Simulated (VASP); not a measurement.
A run of VASP 6.6.1 is set up as follows.

Contents of INCAR:

```
PREC     = Accurate       # precision mode
ENCUT    = 520            # plane-wave cutoff, eV
EDIFF    = 1E-6           # SCF threshold, eV
ISMEAR   = 0              # smearing method
SIGMA    = 0.01           # smearing width, eV
LREAL    = False          # projectors in reciprocal space
LASPH    = True           # aspherical terms in the spheres
NELM     = 80             # most SCF steps
ALGO     = Normal         # electronic algorithm
ISIF     = 2              # what is computed and relaxed
LWAVE    = False          # write WAVECAR
LCHARG   = False          # write CHGCAR
GGA      = PE             # functional
NBANDS   = 45             # bands
```

The input KPOINTS:

```
Automatic mesh
0
Gamma
  6 6 6
```

POSCAR

```
Hf2SnSe6
1.0
    6.6105194389      0.0000000000      0.0000000000
   -3.3052597195      5.7248777663      0.0000000000
    0.0000000000      0.0000000000      7.2051010000
Hf Sn Se
2 1 6
Direct
    0.6666666667      0.3333333333      0.0000000000
    0.3333333333      0.6666666667      0.0000000000
    0.0000000000      0.0000000000      0.0000000000
    0.6604310000      0.6604310000      0.2202460000
    0.3395690000      0.0000000000      0.2202460000
    0.0000000000      0.3395690000      0.2202460000
    0.0000000000      0.6604310000      0.7797540000
    0.6604310000      0.0000000000      0.7797540000
    0.3395690000      0.3395690000      0.7797540000
```

Potentials or basis: VASP PAW PBE potentials, release 64 (Hf_pv, Sn_d, Se).

Run with:

```sh
$ cat potpaw_PBE.64/Hf_pv/POTCAR potpaw_PBE.64/Sn_d/POTCAR potpaw_PBE.64/Se/POTCAR > POTCAR
$ mpirun -np 1 vasp_std > vasp.out
```

(1) Predict the band gap on the k mesh.

(2) Predict the largest force.

(3) Predict the pressure.

## Answers

(1) 0.15 eV (least direct gap 0.52 eV).

(2) 0.036 eV/Å.

(3) -0.2 GPa.

Caveat: spin-orbit coupling is left out, which moves the levels of the heavy elements; this functional lacks dispersion, which binds the layers, so the pressure and a relaxed spacing across them are unreliable.
